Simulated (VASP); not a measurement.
# AlN (F-43m) in VASP: settings compared

The runs below take AlN through single point, relaxation of cell and atoms, with PBEsol+D4, PBE, LDA.

Everything below comes from runs of VASP 6.6.1. Logs are shortened: lines on timing, memory, paths and dates and some standing lists are left out, and cuts for length are marked.

**1. The cell of the first run**

It takes space group F-43m (No. 216, cubic). Conventional cell: a = 4.359 Å, b = 4.359 Å, c = 4.359 Å, α = 90.00°, β = 90.00°, γ = 90.00°. Al (site symmetry -43m) has 4 N at 1.89 Å within 2.5 Å. N (site symmetry -43m) has 4 Al at 1.89 Å within 2.5 Å.

**2. Single point, PBEsol+D4**

INCAR

```
  PREC = Accurate
  ENCUT = 520
  EDIFF = 1E-6
  ISMEAR = -1
  SIGMA = 0.05
  LREAL = False
  LASPH = True
  NELM = 80
  ALGO = Normal
  ISIF = 2
  LWAVE = False
  LCHARG = False
  GGA = PS
  IVDW = 13
  NBANDS = 11
```

KPOINTS

```
Automatic mesh
0
Gamma
  10 10 10
```

POSCAR

```
AlN
1.0
    0.0000000000      2.1795271193      2.1795271193
    2.1795271193      0.0000000000      2.1795271193
    2.1795271193      2.1795271193      0.0000000000
Al N
1 1
Direct
    0.0000000000      0.0000000000      0.0000000000
    0.2500000000      0.2500000000      0.2500000000
```

Potentials or basis: VASP PAW PBE potentials, release 64 (Al, N).

Launch:

```bash
cat potpaw_PBE.64/Al/POTCAR potpaw_PBE.64/N/POTCAR > POTCAR
mpirun -np 1 vasp_std > vasp.out
```

OUTCAR:

```text
PREC = Accurate
   ENCUT = 520
   EDIFF = 1E-6
   ISMEAR = -1
   LREAL = False
   LASPH = True
   NELM = 80
   ISIF = 2
   GGA = PS
   IVDW = 13

 ion  position               nearest neighbor table
   1  0.000  0.000  0.000-   2 1.89   2 1.89   2 1.89   2 1.89
   2  0.250  0.250  0.250-   1 1.89   1 1.89   1 1.89   1 1.89

  LATTYP: Found a face centered cubic cell.
 ALAT       =     4.3590542386

  Lattice vectors:

 A1 = (   0.0000000000,   2.1795271193,   2.1795271193)
 A2 = (   2.1795271193,   0.0000000000,   2.1795271193)
 A3 = (   2.1795271193,   2.1795271193,   0.0000000000)

Analysis of symmetry for initial positions (statically):
=====================================================================
 Subroutine PRICEL returns:
 Original cell was already a primitive cell.

 Routine SETGRP: Setting up the symmetry group for a
 face centered cubic supercell.

 Subroutine GETGRP returns: Found 24 space group operations
 (whereof 24 operations were pure point group operations)
 out of a pool of 48 trial point group operations.

The static configuration has the point symmetry T_d .

Analysis of symmetry for dynamics (positions and initial velocities):
=====================================================================
 Subroutine PRICEL returns:
 Original cell was already a primitive cell.

 Routine SETGRP: Setting up the symmetry group for a
 face centered cubic supercell.

 Subroutine GETGRP returns: Found 24 space group operations
 (whereof 24 operations were pure point group operations)
 out of a pool of 48 trial point group operations.

The dynamic configuration has the point symmetry T_d .

 Subroutine INISYM returns: Found 24 space group operations
 (whereof 24 operations are pure point group operations),
 and found     1 'primitive' translations

----------------------------------------------------------------------------------------

                                     Primitive cell

  volume of cell :      20.7070

  direct lattice vectors                    reciprocal lattice vectors
     0.000000000  2.179527119  2.179527119    -0.229407561  0.229407561  0.229407561
     2.179527119  0.000000000  2.179527119     0.229407561 -0.229407561  0.229407561
     2.179527119  2.179527119  0.000000000     0.229407561  0.229407561 -0.229407561

  length of vectors
     3.082316812  3.082316812  3.082316812     0.397345551  0.397345551  0.397345551

  position of ions in fractional coordinates (direct lattice)
     0.000000000  0.000000000  0.000000000
     0.250000000  0.250000000  0.250000000

  ion indices of the primitive-cell ions
   primitive index   ion index
                 1           1
                 2           2

----------------------------------------------------------------------------------------

 KPOINTS: Automatic mesh

Automatic generation of k-mesh.
 Grid dimensions read from file:
 generate k-points for:   10   10   10

 Generating k-lattice:

  Cartesian coordinates                     Fractional coordinates (reciprocal lattice)
    -0.022940756  0.022940756  0.022940756     0.100000000  0.000000000  0.000000000
     0.022940756 -0.022940756  0.022940756     0.000000000  0.100000000  0.000000000
     0.022940756  0.022940756 -0.022940756     0.000000000  0.000000000  0.100000000

  Length of vectors
     0.039734555  0.039734555  0.039734555

  Shift w.r.t. Gamma in fractional coordinates (k-lattice)
     0.000000000  0.000000000  0.000000000

 Subroutine IBZKPT returns following result:
 ===========================================

 Found     47 irreducible k-points:

 Following reciprocal coordinates:
            Coordinates               Weight
  0.000000  0.000000  0.000000      1.000000
  0.100000  0.000000  0.000000      8.000000
  0.200000  0.000000  0.000000      8.000000
  0.300000  0.000000  0.000000      8.000000
  0.400000  0.000000  0.000000      8.000000
  0.500000  0.000000  0.000000      4.000000
[... 16 lines left out ...]
  0.300000  0.300000  0.000000      6.000000
  0.400000  0.300000  0.000000     24.000000
 [... further k-points ...]
   k-points           NKPTS =     47   k-points in BZ     NKDIM =     47   number of bands    NBANDS=     11
   number of dos      NEDOS =    301   number of ions     NIONS =      2
   total plane-waves  NPLWV =  13824
   dimension x,y,z NGX =    24 NGY =   24 NGZ =   24
   dimension x,y,z NGXF=    48 NGYF=   48 NGZF=   48
   ions per type =               1   1
   NGX,Y,Z   is equivalent  to a cutoff of  12.94, 12.94, 12.94 a.u.
   NGXF,Y,Z  is equivalent  to a cutoff of  25.89, 25.89, 25.89 a.u.
 SYSTEM =  unknown system
   PREC   = accura    normal or accurate (medium, high low for compatibility)
   ISTART =      0    job   : 0-new  1-cont  2-samecut
   ICHARG =      2    charge: 1-file 2-atom 10-const
   ISPIN  =      1    spin polarized calculation?
   LNONCOLLINEAR =      F non collinear calculations
   LSORBIT =      F    spin-orbit coupling
   LASPH  =      T    aspherical Exc in radial PAW
   ENCUT  =  520.0 eV  38.22 Ry    6.18 a.u.   5.73  5.73  5.73*2*pi/ulx,y,z
   NELM   =     80;   NELMIN=  2; NELMDL= -5     # of ELM steps
   EDIFF  = 0.1E-05   stopping-criterion for ELM
   LREAL  =      F    real-space projection
   EDIFFG = 0.1E-04   stopping-criterion for IOM
   NSW    =      0    number of steps for IOM
   IBRION =     -1    ionic relax: 0-MD 1-quasi-New 2-CG
   NFREE  =      0    steps in history (QN), initial steepest desc. (CG)
   ISIF   =      2    stress and relaxation
   ISYM   =      2    0-nonsym 1-usesym 2-fastsym
   POTIM  = 0.5000    time-step for ionic-motion
   TEBEG  =    0.0;   TEEND  =   0.0 temperature during run
   PSTRESS=    0.0 pullay stress
   NELECT =       8.0000    total number of electrons
   NUPDOWN=      -1.0000    fix difference up-down
   EMIN   =  10.00;   EMAX   =-10.00  energy-range for DOS
   EFERMI =   0.00;   METHOD = LEGACY
   ISMEAR =    -1;   SIGMA  =   0.05  broadening in eV -4-tet -1-fermi 0-gaus
   EFERMI_NEDOS =   21; number of points for ismear=-14 and -15
   IALGO  =     38    algorithm
   IMIX   =      4    mixing-type and parameters
     AMIX     =   0.40;   BMIX     =  1.00
     AMIX_MAG =   1.60;   BMIX_MAG =  1.00
  volume/ion in A,a.u.               =      10.35        69.87
  Fermi-wavevector in a.u.,A,eV,Ry     =   1.192338  2.253191 19.342978  1.421669
  Thomas-Fermi vector in A             =   2.328378
   LORBIT       =      0    0 simple, 1 ext, 2 COOP (PROOUT), +10 PAW based schemes
   GGA     = PS    functional components
   LHFCALC =     F    Hartree Fock is set to
   AEXX    =    0.0000 exact exchange contribution
   IVDW    =    13    specifies the selected vdW correction
   LEPSILON=     F    determine dielectric tensor
   LRPA    =     F    only Hartree local field effects (RPA)
 non-spin polarized calculation
  energy-cutoff  :      520.00
  volume of cell :       20.71
 maximum number of plane-waves:       568
   NGX = 11   NGY = 11   NGZ = 11

 number of electron       7.9999999 magnetization

 Free energy of the ion-electron system (eV)
  ---------------------------------------------------
  ext. energy  EPLUGINS =         0.00000000
  ---------------------------------------------------
  free energy    TOTEN  =       -15.60908001 eV

  energy without entropy =      -15.60908001  energy(sigma->0) =      -15.60908001

 E-fermi :   6.9412     XC(G=0): -11.1561

 val. band max:        5.9363227065   @ k =   0.0000   0.0000   0.0000
 cond. band min:       9.1259821846   @ k =   0.5000   0.5000   0.0000
 fundamental gap:      3.1896594781
 Fermi energy:         6.9412149929

 k-point     1 :       0.0000    0.0000    0.0000
  band No.  band energies     occupation
      1      -9.0578      2.00000
      2       5.9363      2.00000
      3       5.9363      2.00000
      4       5.9363      2.00000
      5      10.1233      0.00000
      6      18.4653      0.00000
      7      18.4653      0.00000
      8      18.4653      0.00000
      9      23.5725      0.00000
     10      23.5725      0.00000
     11      24.9371      0.00000

 k-point     2 :       0.1000    0.0000    0.0000
  band No.  band energies     occupation
      1      -8.9088      2.00000
      2       5.1160      2.00000
      3       5.8843      2.00000
      4       5.8843      2.00000
      5      10.7855      0.00000
      6      18.0741      0.00000
      7      18.6003      0.00000
      8      18.6003      0.00000
      9      22.2921      0.00000
     10      22.2921      0.00000
     11      24.1254      0.00000

 k-point     3 :       0.2000    0.0000    0.0000
  band No.  band energies     occupation
      1      -8.4837      2.00000
      2       3.4938      2.00000
      3       5.7548      2.00000
      4       5.7548      2.00000
      5      11.9052      0.00000
      6      17.2685      0.00000
      7      18.5195      0.00000
      8      18.5195      0.00000
      9      21.7637      0.00000
     10      21.7637      0.00000
     11      23.2581      0.00000

 k-point     4 :       0.3000    0.0000    0.0000
  band No.  band energies     occupation
      1      -7.8641      2.00000
      2       1.8262      2.00000
      3       5.6063      2.00000
      4       5.6063      2.00000
      5      12.7360      0.00000
      6      16.5028      0.00000
      7      17.8387      0.00000
      8      17.8387      0.00000
      9      22.8407      0.00000
     10      22.8407      0.00000
     11      23.0853      0.00000
[... 239 lines left out ...]
 k-point    22 :      -0.2000    0.2000    0.0000
  band No.  band energies     occupation
      1      -7.6605      2.00000
      2       2.1358      2.00000
      3       4.2196      2.00000
      4       5.6820      2.00000
      5      13.4672      0.00000
      6      15.8325      0.00000
      7      17.2978      0.00000
      8      18.3771      0.00000
      9      20.8497      0.00000
     10      24.3293      0.00000
     11      27.2290      0.00000

 k-point    23 :       0.3000    0.3000    0.0000
  band No.  band energies     occupation
      1      -7.4797      2.00000
      2       2.3884      2.00000
      3       4.6807      2.00000
      4       4.6807      2.00000
      5      11.1767      0.00000
      6      15.5538      0.00000
      7      17.8003      0.00000
      8      20.4103      0.00000
      9      20.4103      0.00000
     10      26.2761      0.00000
     11      29.7029      0.00000

 k-point    24 :       0.4000    0.3000    0.0000
  band No.  band energies     occupation
      1      -7.0033      2.00000
      2       1.7427      2.00000
      3       4.2100      2.00000
      4       4.5156      2.00000
      5      10.7488      0.00000
      6      15.3841      0.00000
      7      18.1845      0.00000
      8      20.4907      0.00000
      9      21.0036      0.00000
     10      27.2040      0.00000
     11      29.5027      0.00000

 [... further k-points ...]

------------------------ aborting loop because EDIFF is reached ----------------------------------------

  DFT-D4 for vdW energy calculation

  Edisp (eV):   -0.35039

  FORCE on cell =-STRESS in cart. coord.  units (eV):
  Direction    XX          YY          ZZ          XY          YZ          ZX
  --------------------------------------------------------------------------------------
  -------------------------------------------------------------------------------------
  Total      -0.00541    -0.00541    -0.00541     0.00000     0.00000     0.00000
  in kB      -0.41832    -0.41832    -0.41832     0.00000     0.00000     0.00000
  external pressure =       -0.42 kB  Pullay stress =        0.00 kB

 VOLUME and BASIS-vectors are now :
 -----------------------------------------------------------------------------
  energy-cutoff  :      520.00
  volume of cell :       20.71
      direct lattice vectors                 reciprocal lattice vectors
     0.000000000  2.179527119  2.179527119    -0.229407561  0.229407561  0.229407561
     2.179527119  0.000000000  2.179527119     0.229407561 -0.229407561  0.229407561
     2.179527119  2.179527119  0.000000000     0.229407561  0.229407561 -0.229407561

 POSITION                                       TOTAL-FORCE (eV/Angst)
 -----------------------------------------------------------------------------------
      0.00000      0.00000      0.00000         0.000000      0.000000      0.000000
      1.08976      1.08976      1.08976        -0.000000     -0.000000     -0.000000
 -----------------------------------------------------------------------------------
    total drift:                                0.000000      0.000000      0.000000

  FREE ENERGIE OF THE ION-ELECTRON SYSTEM (eV)
  ---------------------------------------------------
  free  energy   TOTEN  =       -15.9594744834 eV

  energy  without entropy=      -15.9594744833  energy(sigma->0) =      -15.95947448
```

Run time: 8.5 s. Hardware: 1 thread of Intel Xeon 6975P-C, shared host; peak memory 0.14 GiB.

What came out:

```yaml
Free_energy: -15.9595 eV
Pressure: 0.0 GPa
Band_gap_on_the_k_mesh: 3.19 eV, indirect (least direct gap 4.19 eV)
Dispersion_energy_per_atom: -0.175 eV
```

Caveat: the PAW data sets were made with another functional, which shifts forces and pressure a little.

**3. Single point, PBE**

This run uses another cell than the first one, of 10.67 Å³/atom, 1.031 times its volume.

INCAR

```
SYSTEM = AlN
PREC = Accurate
ENCUT = 520
EDIFF = 1E-6
ISMEAR = -1
SIGMA = 0.05
LREAL = .FALSE.
LASPH = .TRUE.
NELM = 100
ALGO = Normal
ISIF = 2
LWAVE = .FALSE.
LCHARG = .FALSE.
GGA = PE
NBANDS = 11
```

KPOINTS

```
Automatic mesh
0
G
  10 10 10
  0 0 0
```

POSCAR

```
AlN
1.0
    0.0000000000      2.2015870953      2.2015870953
    2.2015870953      0.0000000000      2.2015870953
    2.2015870953      2.2015870953      0.0000000000
Al N
1 1
Direct
    0.0000000000      0.0000000000      0.0000000000
    0.2500000000      0.2500000000      0.2500000000
```

Potentials or basis: VASP PAW PBE potentials, release 64 (Al, N).

Launch:

```bash
cat potpaw_PBE.64/Al/POTCAR potpaw_PBE.64/N/POTCAR > POTCAR
mpirun -np 1 vasp_std > vasp.out
```

Run time: 6.2 s. Hardware: 1 thread of Intel Xeon 6975P-C, shared host; peak memory 0.14 GiB.

The run converged. Its results:

| Quantity | Value |
| --- | --- |
| Free energy | -14.8474 eV |
| Pressure | -0.3 GPa |
| Band gap on the k mesh | 3.30 eV, indirect (least direct gap 3.98 eV) |

Levels at points of the mesh, in eV from the valence-band top:
```
           k point  band 1  band 2  band 3  band 4  band 5  band 6  band 7  band 8  band 9
(0.00, 0.00, 0.00)  -14.84    0.00    0.00    0.00    3.98   12.32   12.32   12.32   17.50
(0.50, 0.00, 0.00)  -12.87   -5.75   -0.48   -0.48    7.16    9.70   11.00   11.00   17.67
(0.50, 0.50, 0.00)  -12.25   -4.83   -1.75   -1.75    3.30    8.47   13.64   15.44   15.44
```

(Continued in part 2 of 2.)
